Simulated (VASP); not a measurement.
A run of VASP 6.6.1:

The input INCAR:

```
PREC     = Accurate       # precision mode
ENCUT    = 600            # plane-wave cutoff, eV
EDIFF    = 1E-6           # SCF threshold, eV
ISMEAR   = 0              # smearing method
SIGMA    = 0.1            # smearing width, eV
LREAL    = False          # projectors in reciprocal space
LASPH    = True           # aspherical terms in the spheres
NELM     = 150            # most SCF steps
ALGO     = Normal         # electronic algorithm
ISIF     = 3              # what is computed and relaxed
LWAVE    = False          # write WAVECAR
LCHARG   = False          # write CHGCAR
ISPIN    = 2              # spin polarisation
MAGMOM   = 3 0 0 0 0      # initial moments
LORBIT   = 11             # projections on sites
LMAXMIX  = 4              # l up to which the mixer works
GGA      = PE             # functional
IBRION   = 2              # ionic algorithm
NSW      = 90             # ionic steps
EDIFFG   = -0.04          # ionic threshold
```

KPOINTS

```
regular mesh
0
Gamma
  6 6 4
```

Contents of POSCAR:

```
CoH4
1.0
    3.0765869200      0.0000000000      0.0000000000
   -1.5382934600      2.6644024300      0.0000000000
    0.0000000000      0.0000000000      5.5066893300
Co H
1 4
Direct
    0.0000000000      0.0000000000      0.0000000000
    0.3333333300      0.6666666700      0.0974981300
    0.3333333300      0.6666666700      0.9025018700
    0.6666666700      0.3333333300      0.9025018700
    0.6666666700      0.3333333300      0.0974981300
```

Potentials or basis: VASP PAW PBE potentials, release 64 (Co, H).

Run with:

```console
$ cat potpaw_PBE.64/Co/POTCAR potpaw_PBE.64/H/POTCAR > POTCAR
$ mpirun -np 1 vasp_std > vasp.out
```

Hardware: 1 thread of Intel(R) Xeon(R) 6975P-C (Granite Rapids), with other jobs on the host.

Task: How long does it take, and how much memory?

Result: Run time: 110 s on 1 thread of Intel(R) Xeon(R) 6975P-C (Granite Rapids) (shared host), peak memory 0.24 GiB. Counts: scf iterations 93, k points 21, ion steps 9.
